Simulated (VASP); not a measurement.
Write the native input for VASP 6.6.1 that does the following.

```
Task                   : single point
Functional             : PBE
Potentials or basis    : VASP PAW PBE potentials, release 64 (V_sv)
Cutoff                 : 520 eV
k mesh                 : 17 × 17 × 15
Occupations            : fermi-dirac, width 0.05 eV
Spin                   : no spin polarisation
Dipole correction      : no
Further INCAR settings : ALGO = Normal; EDIFF = 1e-06; NBANDS = 12
```

The structure of V lies in POSCAR:

```
V
1.0
    2.5566404293      0.0000000000      0.0000000000
   -1.2783202146      2.2141155601      0.0000000000
    0.0000000000      0.0000000000      2.3830275214
V
1
Direct
    0.0000000000      0.0000000000      0.0000000000
```

This isn't the form of V at room conditions, which is bcc.

These files were run (other wordings do the same):

INCAR

```
  PREC = Accurate
  ENCUT = 520
  EDIFF = 1E-6
  ISMEAR = -1
  SIGMA = 0.05
  LREAL = F
  LASPH = T
  NELM = 60
  ALGO = Normal
  ISIF = 2
  LWAVE = F
  LCHARG = F
  GGA = PE
  NBANDS = 12
```

KPOINTS

```
Automatic mesh
0
Gamma
  17 17 15
```

Potentials or basis: VASP PAW PBE potentials, release 64 (V_sv).

Run with:

```bash
$ cat potpaw_PBE.64/V_sv/POTCAR > POTCAR
$ mpirun -np 1 vasp_std > vasp.out
```

Results of the run:

* Pressure: 9.1 GPa
* Band gap on the k mesh: zero (an odd number of electrons rules out a gap without spin polarisation)

Caveat: the cell stands under pressure.

It took 26 s on 1 thread of AMD EPYC 7R13 Processor (Zen 3), on a shared host, peak memory 0.12 GiB.
